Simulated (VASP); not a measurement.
Input of a VASP 6.6.1 run:

File POSCAR:

```
HgTe
1.0
    0.0000000000      3.1710554852      3.1710554852
    3.1710554852      0.0000000000      3.1710554852
    3.1710554852      3.1710554852      0.0000000000
Hg Te
1 1
Direct
    0.0000000000      0.0000000000      0.0000000000
    0.7500000000      0.7500000000      0.7500000000
```

Contents of INCAR.step1:

```
  PREC = Accurate
  ENCUT = 520
  EDIFF = 1E-5
  ISMEAR = -1
  SIGMA = 0.05
  LREAL = F
  LASPH = T
  NELM = 60
  ALGO = Normal
  ISIF = 2
  LWAVE = T
  LCHARG = F
  NBANDS = 16
  GGA = PE
```

The input INCAR.step2:

```
  PREC = Accurate
  ENCUT = 520
  EDIFF = 1E-6
  ISMEAR = -1
  SIGMA = 0.05
  LREAL = F
  LASPH = T
  NELM = 60
  ALGO = Normal
  ISIF = 2
  LWAVE = F
  LCHARG = F
  GGA = PE
  LHFCALC = T
  AEXX = 0.25
  PRECFOCK = Normal
  NBANDS = 16
  ISTART = 1
```

File KPOINTS:

```
regular mesh
0
Gamma
  4 4 4
```

Potentials or basis: VASP PAW PBE potentials, release 64 (Hg, Te).

The run is started by

```console
$ cat potpaw_PBE.64/Hg/POTCAR potpaw_PBE.64/Te/POTCAR > POTCAR
$ cp INCAR.step1 INCAR
$ mpirun -np 1 vasp_std > vasp.out
$ cp INCAR.step2 INCAR
$ mpirun -np 1 vasp_std > vasp.out
```

(1) Predict the pressure.

(2) Predict the band gap on the k mesh.

Answers

(1) 5.5 GPa.

(2) 0.81 eV.

Caveat: the k points lie up to 0.43 Å⁻¹ apart; the PAW data sets were made with another functional, which shifts forces and pressure a little; spin-orbit coupling is left out, which moves the levels of the heavy elements.
